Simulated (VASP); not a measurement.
Runs of VASP 6.6.1 on Dy2B. The structure is that of space group Fm-3m (No. 225), or close to it. The cells are those of the table. The cell was built from a structure type or drawn by symmetry, and may not be a known phase.

```csv
task,cell,k mesh,gap on the mesh (eV),pressure (GPa),relaxed volume (Å³/atom)
single point,"a = 4.310 Å, angles 60.0°, 3 atoms",6 × 6 × 6,none,(b),-
relaxation of cell and atoms,"relaxed from a = 4.310 Å, angles 60.0°, 3 atoms",6 × 6 × 6,none,0.0,21.79
relaxation of cell and atoms,"relaxed from a = 4.511 Å, angles 60.0°, 3 atoms",12 × 12 × 12,none,0.0,(a)
single point,"a = 4.517 Å, angles 60.0°, 3 atoms",12 × 12 × 12,none,0.2,-
single point,"a = 4.511 Å, angles 60.0°, 3 atoms",6 × 6 × 6,none,0.5,-
```

Alike in all rows: level PBE; potentials or basis VASP PAW PBE potentials, release 64 (Dy_3, B), 4f in core; no spin polarisation; cutoff (eV) 500; smearing gaussian 0.1 eV.

Q: Fill in the values left out.

A: (a) 21.78; (b) 13.1.

Caveats: spin-orbit coupling is left out, which moves the levels of the heavy elements; the 4f electrons are frozen in the core, so they carry no moment and show no levels; the cell stands under pressure (at least some runs); the volume moved by over 15 % at a fixed basis, so the end points are rough (at least some runs).

A k mesh can miss the band edges, and the runs leave out spin-orbit coupling on Dy.

A gap of «none» marks levels without a gap at the run's occupations.
